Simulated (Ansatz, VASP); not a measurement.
**One calculation of KBr, two programs**

```
K Br
1.0
     4.04350    0.00000    0.00000
     0.00000    4.04350    0.00000
     0.00000    0.00000    4.04350
K Br
1 1
Direct
  0.00000 0.00000 0.00000
  0.50000 0.50000 0.50000
```

Alike in both runs: task single point; functional LDA; k mesh 4 × 4 × 4; no spin polarisation.

```csv
,VASP,Ansatz
version,VASP 6.6.1,Ansatz 0.2.0
potentials or method,"VASP PAW LDA potentials, release 64 (K_sv, Br)","plane waves, PAW"
plane-wave cutoff (eV),500,420
occupations,"gaussian, width 0.01 eV",fixed
valence electrons in the cell,16,16
```

Ansatz gave:

| Item | Value |
| --- | --- |
| gap on the k mesh at the Fermi level (eV) | 3.47 |

Problem. What did VASP give for the same quantities?

Solution. gap on the k mesh at the Fermi level (eV): 3.48.

LDA's correlation is that of Perdew and Zunger in VASP and of Perdew and Wang (1992) in Ansatz.
